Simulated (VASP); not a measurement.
# Al3InAs4 (Pmm2) in VASP: a series of runs

The runs below take Al3InAs4 through single point, with PBE.

All numbers are computed with VASP 6.6.1; they aren't measurements. Logs are shortened: lines on timing, memory, paths and dates and some standing lists are left out, and cuts for length are marked.

### 1 The cell of the first run

The structure is orthorhombic, space group Pmm2 (No. 25). Conventional cell: a = 3.901 Å, b = 7.801 Å, c = 5.516 Å, α = 90.00°, β = 90.00°, γ = 90.00°. Within 3.2 Å of Al (site symmetry m) lie 4 As at 2.39 Å. Within 3.2 Å of Al (site symmetry mm2) lie 4 As at 2.39 Å. In (site symmetry mm2) has 4 As at 2.39 Å within 3.2 Å. As (site symmetry m) has 3 Al at 2.39 Å and 1 In at 2.39 Å within 3.2 Å. As (site symmetry mm2) has 2 Al at 2.39 Å and 2 In at 2.39 Å within 3.2 Å. Within 3.2 Å of As (site symmetry mm2) lie 4 Al at 2.39 Å.

### 2 Single point, PBE

Contents of INCAR:

```
SYSTEM = Al3InAs4
PREC = Accurate
ENCUT = 520
EDIFF = 1E-6
ISMEAR = 0
SIGMA = 0.1
LREAL = .FALSE.
LASPH = .TRUE.
NELM = 80
ALGO = Normal
ISIF = 2
LWAVE = .FALSE.
LCHARG = .FALSE.
GGA = PE
NBANDS = 31
```

Contents of KPOINTS:

```
regular mesh
0
G
  4 2 4
  0 0 0
```

Contents of POSCAR:

```
Al3InAs4
1.0
    3.9005255000      0.0000000000      0.0000000000
    0.0000000000      7.8010510000      0.0000000000
    0.0000000000      0.0000000000      5.5161760600
Al In As
3 1 4
Direct
    0.0000000000      0.7500000000      0.0000000000
    0.0000000000      0.2500000000      0.0000000000
    0.5000000000      0.5000000000      0.5000000000
    0.5000000000      0.0000000000      0.5000000000
    0.5000000000      0.7500000000      0.7500000000
    0.0000000000      0.0000000000      0.2500000000
    0.5000000000      0.2500000000      0.7500000000
    0.0000000000      0.5000000000      0.2500000000
```

Potentials or basis: VASP PAW PBE potentials, release 64 (Al, In_d, As).

Launch:

```console
$ cat potpaw_PBE.64/Al/POTCAR potpaw_PBE.64/In_d/POTCAR potpaw_PBE.64/As/POTCAR > POTCAR
$ mpirun -np 1 vasp_std > vasp.out
```

OUTCAR:

```text
SYSTEM = Al3InAs4
   PREC = Accurate
   ENCUT = 520
   EDIFF = 1E-6
   ISMEAR = 0
   LREAL = .FALSE.
   LASPH = .TRUE.
   NELM = 80
   ISIF = 2
   GGA = PE

 ion  position               nearest neighbor table
   1  0.000  0.750  0.000-   5 2.39   6 2.39   8 2.39   5 2.39
   2  0.000  0.250  0.000-   6 2.39   7 2.39   8 2.39   7 2.39
   3  0.500  0.500  0.500-   5 2.39   7 2.39   8 2.39   8 2.39
   4  0.500  0.000  0.500-   5 2.39   6 2.39   7 2.39   6 2.39
   5  0.500  0.750  0.750-   1 2.39   3 2.39   4 2.39   1 2.39
   6  0.000  0.000  0.250-   1 2.39   2 2.39   4 2.39   4 2.39
   7  0.500  0.250  0.750-   2 2.39   3 2.39   4 2.39   2 2.39
   8  0.000  0.500  0.250-   1 2.39   2 2.39   3 2.39   3 2.39

  LATTYP: Found a simple orthorhombic cell.
 ALAT       =     3.9005255000
 B/A-ratio  =     1.4142135617
 C/A-ratio  =     2.0000000000

  Lattice vectors:

 A1 = (  -3.9005255000,   0.0000000000,   0.0000000000)
 A2 = (   0.0000000000,   0.0000000000,   5.5161760600)
 A3 = (   0.0000000000,   7.8010510000,   0.0000000000)

Analysis of symmetry for initial positions (statically):
=====================================================================
 Subroutine PRICEL returns:
 Original cell was already a primitive cell.

 Routine SETGRP: Setting up the symmetry group for a
 simple orthorhombic supercell.

 Subroutine GETGRP returns: Found  4 space group operations
 (whereof  4 operations were pure point group operations)
 out of a pool of  8 trial point group operations.

The static configuration has the point symmetry C_2v.

Analysis of symmetry for dynamics (positions and initial velocities):
=====================================================================
 Subroutine PRICEL returns:
 Original cell was already a primitive cell.

 Routine SETGRP: Setting up the symmetry group for a
 simple orthorhombic supercell.

 Subroutine GETGRP returns: Found  4 space group operations
 (whereof  4 operations were pure point group operations)
 out of a pool of  8 trial point group operations.

The dynamic configuration has the point symmetry C_2v.

 Subroutine INISYM returns: Found  4 space group operations
 (whereof  4 operations are pure point group operations),
 and found     1 'primitive' translations

----------------------------------------------------------------------------------------

                                     Primitive cell

  volume of cell :     167.8473

  direct lattice vectors                    reciprocal lattice vectors
     3.900525500  0.000000000  0.000000000     0.256375711  0.000000000  0.000000000
     0.000000000  7.801051000  0.000000000     0.000000000  0.128187856  0.000000000
     0.000000000  0.000000000  5.516176060     0.000000000  0.000000000  0.181285004

  length of vectors
     3.900525500  7.801051000  5.516176060     0.256375711  0.128187856  0.181285004

  position of ions in fractional coordinates (direct lattice)
     0.000000000  0.750000000  0.000000000
     0.000000000  0.250000000  0.000000000
     0.500000000  0.500000000  0.500000000
     0.500000000  0.000000000  0.500000000
     0.500000000  0.750000000  0.750000000
     0.000000000  0.000000000  0.250000000
     0.500000000  0.250000000  0.750000000
     0.000000000  0.500000000  0.250000000

  ion indices of the primitive-cell ions
   primitive index   ion index
                 1           1
                 2           2
                 3           3
                 4           4
                 5           5
                 6           6
                 7           7
                 8           8

----------------------------------------------------------------------------------------

 KPOINTS: regular mesh

Automatic generation of k-mesh.
 Grid dimensions read from file:
 generate k-points for:    4    2    4

 Generating k-lattice:

  Cartesian coordinates                     Fractional coordinates (reciprocal lattice)
     0.064093928  0.000000000  0.000000000     0.250000000  0.000000000  0.000000000
     0.000000000  0.064093928  0.000000000     0.000000000  0.500000000  0.000000000
     0.000000000  0.000000000  0.045321251     0.000000000  0.000000000  0.250000000

  Length of vectors
     0.064093928  0.064093928  0.045321251

  Shift w.r.t. Gamma in fractional coordinates (k-lattice)
     0.000000000  0.000000000  0.000000000

 Subroutine IBZKPT returns following result:
 ===========================================

 Found     18 irreducible k-points:

 Following reciprocal coordinates:
            Coordinates               Weight
  0.000000  0.000000  0.000000      1.000000
  0.250000  0.000000  0.000000      2.000000
  0.500000  0.000000  0.000000      1.000000
  0.000000  0.500000  0.000000      1.000000
  0.250000  0.500000  0.000000      2.000000
  0.500000  0.500000  0.000000      1.000000
[... 10 lines left out ...]
  0.250000  0.500000  0.500000      2.000000
  0.500000  0.500000  0.500000      1.000000
   k-points           NKPTS =     18   k-points in BZ     NKDIM =     18   number of bands    NBANDS=     31
   number of dos      NEDOS =    301   number of ions     NIONS =      8
   total plane-waves  NPLWV =  75600
   dimension x,y,z NGX =    30 NGY =   60 NGZ =   42
   dimension x,y,z NGXF=    60 NGYF=  120 NGZF=   84
   ions per type =               3   1   4
   NGX,Y,Z   is equivalent  to a cutoff of  12.79, 12.79, 12.66 a.u.
   NGXF,Y,Z  is equivalent  to a cutoff of  25.57, 25.57, 25.32 a.u.
 SYSTEM =  Al3InAs4
   PREC   = accura    normal or accurate (medium, high low for compatibility)
   ISTART =      0    job   : 0-new  1-cont  2-samecut
   ICHARG =      2    charge: 1-file 2-atom 10-const
   ISPIN  =      1    spin polarized calculation?
   LNONCOLLINEAR =      F non collinear calculations
   LSORBIT =      F    spin-orbit coupling
   LASPH  =      T    aspherical Exc in radial PAW
   ENCUT  =  520.0 eV  38.22 Ry    6.18 a.u.   7.25 14.50 10.26*2*pi/ulx,y,z
   NELM   =     80;   NELMIN=  2; NELMDL= -5     # of ELM steps
   EDIFF  = 0.1E-05   stopping-criterion for ELM
   LREAL  =      F    real-space projection
   EDIFFG = 0.1E-04   stopping-criterion for IOM
   NSW    =      0    number of steps for IOM
   IBRION =     -1    ionic relax: 0-MD 1-quasi-New 2-CG
   NFREE  =      0    steps in history (QN), initial steepest desc. (CG)
   ISIF   =      2    stress and relaxation
   ISYM   =      2    0-nonsym 1-usesym 2-fastsym
   POTIM  = 0.5000    time-step for ionic-motion
   TEBEG  =    0.0;   TEEND  =   0.0 temperature during run
   PSTRESS=    0.0 pullay stress
   NELECT =      42.0000    total number of electrons
   NUPDOWN=      -1.0000    fix difference up-down
   EMIN   =  10.00;   EMAX   =-10.00  energy-range for DOS
   EFERMI =   0.00;   METHOD = LEGACY
   ISMEAR =     0;   SIGMA  =   0.10  broadening in eV -4-tet -1-fermi 0-gaus
   EFERMI_NEDOS =   21; number of points for ismear=-14 and -15
   IALGO  =     38    algorithm
   IMIX   =      4    mixing-type and parameters
     AMIX     =   0.40;   BMIX     =  1.00
     AMIX_MAG =   1.60;   BMIX_MAG =  1.00
  volume/ion in A,a.u.               =      20.98       141.59
  Fermi-wavevector in a.u.,A,eV,Ry     =   1.031620  1.949479 14.479866  1.064240
  Thomas-Fermi vector in A             =   2.165777
   LORBIT       =      0    0 simple, 1 ext, 2 COOP (PROOUT), +10 PAW based schemes
   GGA     = PE    functional components
   LHFCALC =     F    Hartree Fock is set to
   AEXX    =    0.0000 exact exchange contribution
   IVDW    =     0    specifies the selected vdW correction
   LEPSILON=     F    determine dielectric tensor
   LRPA    =     F    only Hartree local field effects (RPA)
 non-spin polarized calculation
 Gauss-broadening in eV      SIGMA  =   0.10
  energy-cutoff  :      520.00
  volume of cell :      167.85
 maximum number of plane-waves:      4574
 NGX is ok and might be reduce to    30
   NGX = 15   NGY = 29   NGZ = 21

 number of electron      41.9999995 magnetization

 Free energy of the ion-electron system (eV)
  ---------------------------------------------------
  ext. energy  EPLUGINS =         0.00000000
  ---------------------------------------------------
  free energy    TOTEN  =       -33.84258784 eV

  energy without entropy =      -33.84258784  energy(sigma->0) =      -33.84258784

 E-fermi :   5.8538     XC(G=0):  -9.5956

 val. band max:        5.4251810424   @ k =   0.0000   0.0000   0.0000
 cond. band min:       6.5795154584   @ k =   0.5000   0.0000   0.0000
 fundamental gap:      1.1543344160
 Fermi energy:         5.8537702407

 k-point     1 :       0.0000    0.0000    0.0000
  band No.  band energies     occupation
      1      -9.4683      2.00000
      2      -9.3633      2.00000
      3      -9.2262      2.00000
      4      -9.0805      2.00000
      5      -9.0350      2.00000
      6      -7.3983      2.00000
[... 23 lines left out ...]
     30      11.1967      0.00000
     31      11.3977      0.00000

 k-point     2 :       0.2500    0.0000    0.0000
  band No.  band energies     occupation
      1      -9.4490      2.00000
      2      -9.3529      2.00000
      3      -9.2659      2.00000
      4      -9.0649      2.00000
      5      -9.0608      2.00000
      6      -6.8866      2.00000
[... 23 lines left out ...]
     30      10.4260      0.00000
     31      11.2699      0.00000

 k-point     3 :       0.5000    0.0000    0.0000
  band No.  band energies     occupation
      1      -9.4727      2.00000
      2      -9.3426      2.00000
      3      -9.2593      2.00000
      4      -9.0859      2.00000
      5      -9.0446      2.00000
      6      -5.7555      2.00000
[... 23 lines left out ...]
     30      11.4276      0.00000
     31      11.7171      0.00000

 k-point     4 :       0.0000    0.5000    0.0000
  band No.  band energies     occupation
      1      -9.4664      2.00000
      2      -9.3679      2.00000
      3      -9.2262      2.00000
      4      -9.0801      2.00000
      5      -9.0350      2.00000
      6      -7.0794      2.00000
[... 23 lines left out ...]
     30      10.2981      0.00000
     31      10.6015      0.00000

 k-point     5 :       0.2500    0.5000    0.0000
  band No.  band energies     occupation
      1      -9.4482      2.00000
      2      -9.3563      2.00000
      3      -9.2635      2.00000
      4      -9.0648      2.00000
      5      -9.0610      2.00000
      6      -6.5584      2.00000
[... 23 lines left out ...]
     30      11.2541      0.00000
     31      11.3646      0.00000
[... 338 lines left out ...]
     30      11.0794      0.00000
     31      11.3186      0.00000

 k-point    16 :       0.0000    0.5000    0.5000
  band No.  band energies     occupation
      1      -9.4780      2.00000
      2      -9.3775      2.00000
      3      -9.2279      2.00000
      4      -9.0744      2.00000
      5      -9.0348      2.00000
      6      -6.4260      2.00000
[... 23 lines left out ...]
     30      10.9722      0.00000
     31      11.0557      0.00000

 k-point    17 :       0.2500    0.5000    0.5000
  band No.  band energies     occupation
      1      -9.4610      2.00000
      2      -9.3639      2.00000
      3      -9.2638      2.00000
      4      -9.0601      2.00000
      5      -9.0588      2.00000
      6      -5.9809      2.00000
[... 23 lines left out ...]
     30      11.4043      0.00000
     31      11.5415      0.00000

 k-point    18 :       0.5000    0.5000    0.5000
  band No.  band energies     occupation
      1      -9.4851      2.00000
      2      -9.3506      2.00000
      3      -9.2574      2.00000
      4      -9.0848      2.00000
      5      -9.0386      2.00000
      6      -5.3693      2.00000
[... 23 lines left out ...]
     30      12.1240      0.00000
     31      12.1478      0.00000

------------------------ aborting loop because EDIFF is reached ----------------------------------------

  FORCE on cell =-STRESS in cart. coord.  units (eV):
  Direction    XX          YY          ZZ          XY          YZ          ZX
  --------------------------------------------------------------------------------------
  -------------------------------------------------------------------------------------
  Total       18.0657845     17.9559087     16.8928538      0.0000000      0.0000000      0.0000000
  in kB      172.4459703    171.3971568    161.2498231      0.0000000      0.0000000      0.0000000
  external PRESSURE =     168.3643167 kB  Pullay stress =       0.0000000 kB

 VOLUME and BASIS-vectors are now :
 -----------------------------------------------------------------------------
  energy-cutoff  :      520.00
  volume of cell :      167.85
      direct lattice vectors                 reciprocal lattice vectors
     3.900525500  0.000000000  0.000000000     0.256375711  0.000000000  0.000000000
     0.000000000  7.801051000  0.000000000     0.000000000  0.128187856  0.000000000
     0.000000000  0.000000000  5.516176060     0.000000000  0.000000000  0.181285004

 POSITION                                       TOTAL-FORCE (eV/Angst)
 -----------------------------------------------------------------------------------
      0.00000      5.85079      0.00000        -0.000000     -0.001615     -0.000643
      0.00000      1.95026      0.00000        -0.000000      0.001615     -0.000643
      1.95026      3.90053      2.75809        -0.000000      0.000000      0.074998
      1.95026      0.00000      2.75809        -0.000000      0.000000     -0.061273
      1.95026      5.85079      4.13713         0.000000     -1.737956      1.240823
      0.00000      0.00000      1.37904        -0.000000      0.000000     -2.519104
      1.95026      1.95026      4.13713        -0.000000      1.737956      1.240823
      0.00000      3.90053      1.37904        -0.000000      0.000000      0.025019
 -----------------------------------------------------------------------------------
    total drift:                                0.000000      0.000000     -0.000034

  FREE ENERGIE OF THE ION-ELECTRON SYSTEM (eV)
  ---------------------------------------------------
  free  energy   TOTEN  =       -33.8425878400 eV

  energy  without entropy=      -33.8425878400  energy(sigma->0) =      -33.84258784
```

Run time: 3.2 min. Hardware: 1 thread of Intel Xeon 8259CL, shared host; peak memory 0.27 GiB.

What came out:

```yaml
Free_energy: -33.8426 eV
Pressure: 16.8 GPa
Largest_force: 2.519 eV/Å
Band_gap_on_the_k_mesh: 1.15 eV (least direct gap 1.17 eV)
```

Forces in eV/Å, atoms in the order of the input:
```
Al   0.000 -0.002 -0.001
Al   0.000  0.002 -0.001
Al   0.000  0.000  0.075
In   0.000  0.000 -0.061
As   0.000 -1.738  1.241
As   0.000  0.000 -2.519
As   0.000  1.738  1.241
As   0.000  0.000  0.025
```

Levels at points of the mesh, in eV from the valence-band top:
```
           k point  band 19  band 20  band 21  band 22  band 23  band 24
(0.00, 0.00, 0.00)    -0.06    -0.03     0.00     1.17     2.13     2.29
(0.50, 0.00, 0.00)    -2.62    -1.21    -1.10     1.15     1.16     2.07
(0.00, 0.50, 0.00)    -1.20    -0.42    -0.07     1.91     2.19     3.58
(0.50, 0.50, 0.00)    -2.52    -2.47    -2.44     2.48     2.59     2.76
(0.00, 0.00, 0.50)    -1.10    -0.97    -0.93     2.16     2.23     2.29
(0.50, 0.00, 0.50)    -1.14    -0.98    -0.98     2.17     2.22     4.23
(0.00, 0.50, 0.50)    -1.45    -1.44    -1.12     2.95     2.98     3.11
(0.50, 0.50, 0.50)    -1.98    -1.90    -1.78     3.58     3.64     3.71
```

Caveat: the cell stands under pressure; spin-orbit coupling is left out, which moves the levels of the heavy elements; forces of over 1 eV/Å act on the atoms, so gaps and moduli don't describe the material at rest. A k mesh can miss the band edges.

### 3 Single point, PBE

This run uses another cell than the first one, of 24.81 Å³/atom.

Contents of INCAR:

```
ALGO = Normal ; EDIFF = 1E-6
ENCUT = 520 ; GGA = PE
ISIF = 2 ; ISMEAR = 0
LASPH = T ; LCHARG = F
LREAL = F ; LWAVE = F
NBANDS = 31 ; NELM = 60
PREC = Accurate ; SIGMA = 0.1
```

Contents of KPOINTS:

```
k-points
0
Gamma
  4 2 4
```

Contents of POSCAR:

```
Al3InAs4
1.0
    4.1419765279      0.0000000000      0.0000000000
    0.0000000000      8.2899382677      0.0000000000
    0.0000000000      0.0000000000      5.7804859315
Al In As
3 1 4
Direct
    0.0000000000      0.7423609213      0.0000975494
    0.0000000000      0.2576390787      0.0000975494
    0.5000000000      0.5000000000      0.5014500238
    0.5000000000      0.0000000000      0.4996070327
    0.5000000000      0.7369639740      0.7612188695
    0.0000000000      0.0000000000      0.2180148921
    0.5000000000      0.2630360260      0.7612188695
    0.0000000000      0.5000000000      0.2582952136
```

Potentials or basis: VASP PAW PBE potentials, release 64 (Al, In_d, As).

Launch:

```console
$ cat potpaw_PBE.64/Al/POTCAR potpaw_PBE.64/In_d/POTCAR potpaw_PBE.64/As/POTCAR > POTCAR
$ mpirun -np 1 vasp_std > vasp.out
```

Run time: 3.7 min. Hardware: 1 thread of Intel Xeon 8259CL, shared host; peak memory 0.32 GiB.

It converged, with:

```yaml
Free_energy: -35.6510 eV
Pressure: 0.2 GPa
Largest_force: 0.010 eV/Å
Band_gap_on_the_k_mesh: 1.06 eV
```

Forces on the atoms (eV/Å):
```
Al   0.000 -0.001  0.002
Al   0.000  0.001  0.002
Al   0.000  0.000  0.010
In   0.000  0.000 -0.007
As   0.000 -0.010 -0.001
As   0.000  0.000  0.001
As   0.000  0.010 -0.001
As   0.000  0.000 -0.007
```

Levels at points of the mesh, in eV from the valence-band top:
| k point | band 19 | band 20 | band 21 | band 22 | band 23 | band 24 |
| --- | --- | --- | --- | --- | --- | --- |
| (0.00, 0.00, 0.00) | -0.13 | -0.07 | 0.00 | 1.06 | 1.41 | 2.01 |
| (0.50, 0.00, 0.00) | -2.03 | -1.22 | -0.83 | 1.47 | 1.49 | 1.77 |
| (0.00, 0.50, 0.00) | -1.02 | -0.50 | -0.02 | 1.81 | 2.32 | 2.68 |
| (0.50, 0.50, 0.00) | -2.08 | -2.00 | -1.76 | 2.59 | 2.65 | 2.69 |
| (0.00, 0.00, 0.50) | -0.85 | -0.81 | -0.55 | 1.45 | 1.71 | 2.23 |
| (0.50, 0.00, 0.50) | -0.88 | -0.82 | -0.74 | 1.47 | 1.66 | 4.28 |
| (0.00, 0.50, 0.50) | -1.32 | -1.08 | -0.64 | 2.46 | 2.51 | 2.58 |
| (0.50, 0.50, 0.50) | -1.54 | -1.54 | -1.48 | 3.10 | 3.35 | 3.35 |

Caveat: spin-orbit coupling is left out, which moves the levels of the heavy elements.
